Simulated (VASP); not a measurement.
# TiAg2 in VASP: further runs

Runs on TiAg2. Level: r2SCAN. Tasks: single point.

Everything below comes from runs of VASP 6.6.1. Logs are shortened: lines on timing, memory, paths and dates and some standing lists are left out, and cuts for length are marked.

### 1 The cell of the first run

The typed cell holds 3 atoms: a = 3.200 Å, b = 3.200 Å, c = 5.724 Å, α = 90.00°, β = 90.00°, γ = 120.00°.

### 2 Single point, r2SCAN

Contents of POSCAR:

```
TiAg2
1.0
    3.1998280000      0.0000000000      0.0000000000
   -1.5999140000      2.7711360000      0.0000000000
    0.0000000000      0.0000000000      5.7242450000
Ag Ti
2 1
Direct
    0.3333000000      0.6667000000      0.2500000000
    0.6667000000      0.3333000000      0.7500000000
    0.0000000000      0.0000000000      0.0000000000
```

Contents of INCAR.step1:

```
SYSTEM = TiAg2
  PREC = Accurate
  ENCUT = 550
  ISMEAR = -1
  SIGMA = 0.1
  LREAL = .FALSE.
  LASPH = .TRUE.
  NELM = 120
  NBANDS = 24
  ISYM = -1
  GGA = PE
  ALGO = Normal
  EDIFF = 1E-5
  LWAVE = .TRUE.
  LCHARG = .FALSE.
  GGA_COMPAT = .FALSE.
```

Contents of INCAR.step2:

```
SYSTEM = TiAg2
  PREC = Accurate
  ENCUT = 550
  EDIFF = 1E-6
  ISMEAR = -1
  SIGMA = 0.1
  LREAL = .FALSE.
  LASPH = .TRUE.
  NELM = 120
  ALGO = Normal
  ISIF = 2
  LWAVE = .FALSE.
  LCHARG = .TRUE.
  METAGGA = R2SCAN
  LMIXTAU = .TRUE.
  LELF = .TRUE.
  LVHAR = .TRUE.
  NBANDS = 24
  ISYM = -1
  ISTART = 1
  GGA_COMPAT = .FALSE.
```

Contents of KPOINTS:

```
explicit points
54
Reciprocal
  0.08333333   0.08333333   0.16666667 2
  0.08333333   0.08333333   0.50000000 2
  0.08333333   0.08333333   0.83333333 2
  0.08333333   0.25000000   0.16666667 2
  0.08333333   0.25000000   0.50000000 2
  0.08333333   0.25000000   0.83333333 2
  0.08333333   0.41666667   0.16666667 2
  0.08333333   0.41666667   0.50000000 2
  0.08333333   0.41666667   0.83333333 2
  0.08333333   0.58333333   0.16666667 2
  0.08333333   0.58333333   0.50000000 2
  0.08333333   0.58333333   0.83333333 2
  0.08333333   0.75000000   0.16666667 2
  0.08333333   0.75000000   0.50000000 2
  0.08333333   0.75000000   0.83333333 2
  0.08333333   0.91666667   0.16666667 2
  0.08333333   0.91666667   0.50000000 2
  0.08333333   0.91666667   0.83333333 2
  0.25000000   0.08333333   0.16666667 2
  0.25000000   0.08333333   0.50000000 2
  0.25000000   0.08333333   0.83333333 2
  0.25000000   0.25000000   0.16666667 2
  0.25000000   0.25000000   0.50000000 2
  0.25000000   0.25000000   0.83333333 2
  0.25000000   0.41666667   0.16666667 2
  0.25000000   0.41666667   0.50000000 2
  0.25000000   0.41666667   0.83333333 2
  0.25000000   0.58333333   0.16666667 2
  0.25000000   0.58333333   0.50000000 2
  0.25000000   0.58333333   0.83333333 2
  0.25000000   0.75000000   0.16666667 2
  0.25000000   0.75000000   0.50000000 2
  0.25000000   0.75000000   0.83333333 2
  0.25000000   0.91666667   0.16666667 2
  0.25000000   0.91666667   0.50000000 2
  0.25000000   0.91666667   0.83333333 2
  0.41666667   0.08333333   0.16666667 2
  0.41666667   0.08333333   0.50000000 2
  0.41666667   0.08333333   0.83333333 2
  0.41666667   0.25000000   0.16666667 2
  0.41666667   0.25000000   0.50000000 2
  0.41666667   0.25000000   0.83333333 2
  0.41666667   0.41666667   0.16666667 2
  0.41666667   0.41666667   0.50000000 2
  0.41666667   0.41666667   0.83333333 2
  0.41666667   0.58333333   0.16666667 2
  0.41666667   0.58333333   0.50000000 2
  0.41666667   0.58333333   0.83333333 2
  0.41666667   0.75000000   0.16666667 2
  0.41666667   0.75000000   0.50000000 2
  0.41666667   0.75000000   0.83333333 2
  0.41666667   0.91666667   0.16666667 2
  0.41666667   0.91666667   0.50000000 2
  0.41666667   0.91666667   0.83333333 2
```

Potentials or basis: VASP PAW PBE potentials, release 64 (Ag, Ti_sv).

Command:

```sh
cat potpaw_PBE.64/Ag/POTCAR potpaw_PBE.64/Ti_sv/POTCAR > POTCAR
cp INCAR.step1 INCAR
mpirun -np 1 vasp_std > vasp.out
cp INCAR.step2 INCAR
mpirun -np 1 vasp_std > vasp.out
```

OUTCAR:

```text
SYSTEM = TiAg2
   PREC = Accurate
   ENCUT = 550
   EDIFF = 1E-6
   ISMEAR = -1
   LREAL = .FALSE.
   LASPH = .TRUE.
   NELM = 120
   ISIF = 2
   METAGGA = R2SCAN
   ISYM = -1
   ISTART = 1

 ion  position               nearest neighbor table
   1  0.333  0.667  0.250-   3 2.34   3 2.34   3 2.34   2 3.41   2 3.41   2 3.41   2 3.41   2 3.41
                             2 3.41
   2  0.667  0.333  0.750-   3 2.34   3 2.34   3 2.34   1 3.41   1 3.41   1 3.41   1 3.41   1 3.41
                             1 3.41
   3  0.000  0.000  0.000-   1 2.34   2 2.34   2 2.34   1 2.34   2 2.34   1 2.34

IMPORTANT INFORMATION: All symmetrisations will be switched off!
NOSYMM: (Re-)initialisation of all symmetry stuff for point group C_1.

----------------------------------------------------------------------------------------

                                     Primitive cell

  volume of cell :      50.7578

  direct lattice vectors                    reciprocal lattice vectors
     3.199828000  0.000000000  0.000000000     0.312516798  0.180431419  0.000000000
    -1.599914000  2.771136000  0.000000000     0.000000000  0.360862837  0.000000000
     0.000000000  0.000000000  5.724245000     0.000000000  0.000000000  0.174695528

  length of vectors
     3.199828000  3.199831173  5.724245000     0.360863195  0.360862837  0.174695528

  position of ions in fractional coordinates (direct lattice)
     0.333300000  0.666700000  0.250000000
     0.666700000  0.333300000  0.750000000
     0.000000000  0.000000000  0.000000000

  ion indices of the primitive-cell ions
   primitive index   ion index
                 1           1
                 2           2
                 3           3

----------------------------------------------------------------------------------------

 KPOINTS: explicit points

Read explicit list of k-points.

 Found     54 k-points:

 Following reciprocal coordinates:
            Coordinates               Weight
  0.083333  0.083333  0.166667      0.018519
  0.083333  0.083333  0.500000      0.018519
  0.083333  0.083333  0.833333      0.018519
  0.083333  0.250000  0.166667      0.018519
  0.083333  0.250000  0.500000      0.018519
  0.083333  0.250000  0.833333      0.018519
[... 16 lines left out ...]
  0.250000  0.250000  0.500000      0.018519
  0.250000  0.250000  0.833333      0.018519
 [... further k-points ...]
   k-points           NKPTS =     54   k-points in BZ     NKDIM =     54   number of bands    NBANDS=     24
   number of dos      NEDOS =    301   number of ions     NIONS =      3
   total plane-waves  NPLWV =  27648
   dimension x,y,z NGX =    24 NGY =   24 NGZ =   48
   dimension x,y,z NGXF=    48 NGYF=   48 NGZF=   96
   ions per type =               2   1
   NGX,Y,Z   is equivalent  to a cutoff of  12.47, 12.47, 13.94 a.u.
   NGXF,Y,Z  is equivalent  to a cutoff of  24.94, 24.94, 27.88 a.u.
 SYSTEM =  TiAg2
   PREC   = accura    normal or accurate (medium, high low for compatibility)
   ISTART =      1    job   : 0-new  1-cont  2-samecut
   ICHARG =      0    charge: 1-file 2-atom 10-const
   ISPIN  =      1    spin polarized calculation?
   LNONCOLLINEAR =      F non collinear calculations
   LSORBIT =      F    spin-orbit coupling
   LASPH  =      T    aspherical Exc in radial PAW
   ENCUT  =  550.0 eV  40.42 Ry    6.36 a.u.   6.12  6.12 10.95*2*pi/ulx,y,z
   NELM   =    120;   NELMIN=  2; NELMDL=  0     # of ELM steps
   EDIFF  = 0.1E-05   stopping-criterion for ELM
   LREAL  =      F    real-space projection
   EDIFFG = 0.1E-04   stopping-criterion for IOM
   NSW    =      0    number of steps for IOM
   IBRION =     -1    ionic relax: 0-MD 1-quasi-New 2-CG
   NFREE  =      0    steps in history (QN), initial steepest desc. (CG)
   ISIF   =      2    stress and relaxation
   ISYM   =     -1    0-nonsym 1-usesym 2-fastsym
   POTIM  = 0.5000    time-step for ionic-motion
   TEBEG  =    0.0;   TEEND  =   0.0 temperature during run
   PSTRESS=    0.0 pullay stress
   NELECT =      34.0000    total number of electrons
   NUPDOWN=      -1.0000    fix difference up-down
   EMIN   =  10.00;   EMAX   =-10.00  energy-range for DOS
   EFERMI =   0.00;   METHOD = LEGACY
   ISMEAR =    -1;   SIGMA  =   0.10  broadening in eV -4-tet -1-fermi 0-gaus
   EFERMI_NEDOS =   21; number of points for ismear=-14 and -15
   IALGO  =     38    algorithm
   IMIX   =      4    mixing-type and parameters
     AMIX     =   0.40;   BMIX     =  1.00
     AMIX_MAG =   1.60;   BMIX_MAG =  1.00
  volume/ion in A,a.u.               =      16.92       114.18
  Fermi-wavevector in a.u.,A,eV,Ry     =   1.432409  2.706860 27.916356  2.051794
  Thomas-Fermi vector in A             =   2.552039
   LORBIT       =      0    0 simple, 1 ext, 2 COOP (PROOUT), +10 PAW based schemes
   METAGGA = R2SCAN    functional components
   LHFCALC =     F    Hartree Fock is set to
   AEXX    =    0.0000 exact exchange contribution
   IVDW    =     0    specifies the selected vdW correction
   LEPSILON=     F    determine dielectric tensor
   LRPA    =     F    only Hartree local field effects (RPA)
 non-spin polarized calculation
  energy-cutoff  :      550.00
  volume of cell :       50.76
 maximum number of plane-waves:      1510
   NGX = 13   NGY = 13   NGZ = 21

 number of electron      34.0000002 magnetization

 Free energy of the ion-electron system (eV)
  ---------------------------------------------------
  ext. energy  EPLUGINS =         0.00000000
  ---------------------------------------------------
  free energy    TOTEN  =       -51.76130305 eV

  energy without entropy =      -51.70929022  energy(sigma->0) =      -51.73529664

 E-fermi :   9.0108     XC(G=0): -12.6917

 val. band max:        9.0070740909   @ k =   0.2500   0.4167   0.1667
 cond. band min:       9.1665146979   @ k =   0.2500   0.2500   0.1667
 fundamental gap:      0.1594406070
 Fermi energy:         9.0107858062

 k-point     1 :       0.0833    0.0833    0.1667
  band No.  band energies     occupation
      1     -50.4939      2.00000
      2     -25.9543      2.00000
      3     -25.7198      2.00000
      4     -25.6898      2.00000
      5       1.5981      2.00000
      6       1.7834      2.00000
[... 16 lines left out ...]
     23      19.9642      0.00000
     24      20.6389      0.00000

 k-point     2 :       0.0833    0.0833    0.5000
  band No.  band energies     occupation
      1     -50.4939      2.00000
      2     -25.9545      2.00000
      3     -25.7198      2.00000
      4     -25.6898      2.00000
      5       1.7491      2.00000
      6       1.9261      2.00000
[... 16 lines left out ...]
     23      16.8673      0.00000
     24      20.6766      0.00000

 k-point     3 :       0.0833    0.0833    0.8333
  band No.  band energies     occupation
      1     -50.4939      2.00000
      2     -25.9543      2.00000
      3     -25.7198      2.00000
      4     -25.6898      2.00000
      5       1.5981      2.00000
      6       1.7834      2.00000
[... 16 lines left out ...]
     23      19.9642      0.00000
     24      20.6389      0.00000

 k-point     4 :       0.0833    0.2500    0.1667
  band No.  band energies     occupation
      1     -50.4822      2.00000
      2     -25.9438      2.00000
      3     -25.8195      2.00000
      4     -25.7196      2.00000
      5       1.5379      2.00000
      6       1.9464      2.00000
[... 16 lines left out ...]
     23      15.3607      0.00000
     24      18.2489      0.00000

 k-point     5 :       0.0833    0.2500    0.5000
  band No.  band energies     occupation
      1     -50.4822      2.00000
      2     -25.9439      2.00000
      3     -25.8194      2.00000
      4     -25.7196      2.00000
      5       1.5726      2.00000
      6       1.9882      2.00000
[... 16 lines left out ...]
     23      16.7973      0.00000
     24      17.3037      0.00000

 k-point     6 :       0.0833    0.2500    0.8333
  band No.  band energies     occupation
      1     -50.4822      2.00000
      2     -25.9438      2.00000
      3     -25.8195      2.00000
      4     -25.7196      2.00000
      5       1.4730      2.00000
      6       2.0536      2.00000
[... 16 lines left out ...]
     23      15.8252      0.00000
     24      18.0265      0.00000
[... 379 lines left out ...]
 k-point    21 :       0.2500    0.0833    0.8333
  band No.  band energies     occupation
      1     -50.4822      2.00000
      2     -25.9438      2.00000
      3     -25.8195      2.00000
      4     -25.7196      2.00000
      5       1.5379      2.00000
      6       1.9464      2.00000
[... 16 lines left out ...]
     23      15.3608      0.00000
     24      18.2489      0.00000

 k-point    22 :       0.2500    0.2500    0.1667
  band No.  band energies     occupation
      1     -50.4736      2.00000
      2     -25.9363      2.00000
      3     -25.8578      2.00000
      4     -25.7754      2.00000
      5       1.8000      2.00000
      6       1.9309      2.00000
[... 16 lines left out ...]
     23      13.9820      0.00000
     24      14.4627      0.00000

 k-point    23 :       0.2500    0.2500    0.5000
  band No.  band energies     occupation
      1     -50.4737      2.00000
      2     -25.9363      2.00000
      3     -25.8578      2.00000
      4     -25.7755      2.00000
      5       1.8024      2.00000
      6       1.9574      2.00000
[... 16 lines left out ...]
     23      15.0098      0.00000
     24      15.3676      0.00000

 k-point    24 :       0.2500    0.2500    0.8333
  band No.  band energies     occupation
      1     -50.4736      2.00000
      2     -25.9363      2.00000
      3     -25.8578      2.00000
      4     -25.7754      2.00000
      5       1.8000      2.00000
      6       1.9309      2.00000
[... 16 lines left out ...]
     23      13.9820      0.00000
     24      14.4627      0.00000

 [... further k-points ...]

------------------------ aborting loop because EDIFF is reached ----------------------------------------

  FORCE on cell =-STRESS in cart. coord.  units (eV):
  Direction    XX          YY          ZZ          XY          YZ          ZX
  --------------------------------------------------------------------------------------
  -------------------------------------------------------------------------------------
  Total       11.6753642     11.6145533     15.2403203     -0.0526220     -0.0131923      0.0227743
  in kB      368.5346537    366.6151495    481.0630377     -1.6610225     -0.4164171      0.7188754
  external PRESSURE =     405.4042803 kB  Pullay stress =       0.0000000 kB

 VOLUME and BASIS-vectors are now :
 -----------------------------------------------------------------------------
  energy-cutoff  :      550.00
  volume of cell :       50.76
      direct lattice vectors                 reciprocal lattice vectors
     3.199828000  0.000000000  0.000000000     0.312516798  0.180431419  0.000000000
    -1.599914000  2.771136000  0.000000000     0.000000000  0.360862837  0.000000000
     0.000000000  0.000000000  5.724245000     0.000000000  0.000000000  0.174695528

 POSITION                                       TOTAL-FORCE (eV/Angst)
 -----------------------------------------------------------------------------------
     -0.00016      1.84752      1.43106         0.001735     -0.001016      6.161418
      1.60007      0.92362      4.29318        -0.001735      0.001016     -6.161418
      0.00000      0.00000      0.00000         0.000000      0.000000      0.000000
 -----------------------------------------------------------------------------------
    total drift:                                0.000000      0.000000      0.000000

  FREE ENERGIE OF THE ION-ELECTRON SYSTEM (eV)
  ---------------------------------------------------
  free  energy   TOTEN  =       -51.7613030527 eV

  energy  without entropy=      -51.7092902250  energy(sigma->0) =      -51.73529664
```

It took 96 s on 1 thread of Intel Xeon 6975P-C (Granite Rapids), shared host; peak memory 0.21 GiB.

Results:

| Quantity | Value |
| --- | --- |
| Free energy | -51.7613 eV |
| Pressure | 40.5 GPa |
| Largest force | 6.161 eV/Å |
| Band gap on the k mesh | zero (bands 17 and 18 overlap by 1.15 eV) |

Forces on the atoms (eV/Å):
```
Ag   0.002 -0.001  6.161
Ag  -0.002  0.001 -6.161
Ti   0.000  0.000  0.000
```

Caveat: the cell stands under pressure; the PAW data sets were made with another functional, which shifts forces and pressure a little.

### 3 Single point, r2SCAN

POSCAR is that of step 2.

Contents of INCAR.step1:

```
  ALGO = Normal
  EDIFF = 1E-5
  ENCUT = 550
  GGA = PE
  GGA_COMPAT = False
  ISMEAR = -1
  ISYM = -1
  LASPH = True
  LCHARG = False
  LREAL = False
  LWAVE = True
  NBANDS = 24
  NELM = 120
  PREC = Accurate
  SIGMA = 0.1
```

Contents of INCAR.step2:

```
  ALGO = Normal
  EDIFF = 1E-6
  ENCUT = 550
  GGA_COMPAT = False
  ISIF = 2
  ISMEAR = -1
  ISTART = 1
  ISYM = -1
  LASPH = True
  LCHARG = False
  LMIXTAU = True
  LREAL = False
  LWAVE = False
  METAGGA = R2SCAN
  NBANDS = 24
  NELM = 120
  PREC = Accurate
  SIGMA = 0.1
```

KPOINTS is that of step 2.

Potentials or basis: VASP PAW PBE potentials, release 64 (Ag, Ti_sv).

Command:

```sh
cat potpaw_PBE.64/Ag/POTCAR potpaw_PBE.64/Ti_sv/POTCAR > POTCAR
cp INCAR.step1 INCAR
mpirun -np 1 vasp_std > vasp.out
cp INCAR.step2 INCAR
mpirun -np 1 vasp_std > vasp.out
```

Wall time 87 s (1 thread of Intel Xeon 6975P-C (Granite Rapids), shared host); peak memory 0.21 GiB.

The run converged. Its results:

```
Free energy            : -51.7613 eV
Pressure               : 40.5 GPa
Largest force          : 6.161 eV/Å
Band gap on the k mesh : zero (bands 17 and 18 overlap by 1.15 eV)
```

Forces on the atoms (eV/Å):
```
Ag   0.002 -0.001  6.161
Ag  -0.002  0.001 -6.161
Ti   0.000  0.000  0.000
```

Stress tensor (GPa, compression positive):
```
36.85 -0.17  0.07
-0.17 36.66 -0.04
 0.07 -0.04 48.11
```

Levels at points of the mesh, in eV from the Fermi level:
```tsv
k point	band 14	band 15	band 16	band 17	band 18	band 19	band 20	band 21
(0.08, 0.08, 0.17)	-5.89	-5.66	-2.93	-0.39	1.02	1.43	2.12	2.25
```

Caveat: the cell stands under pressure; the PAW data sets were made with another functional, which shifts forces and pressure a little.
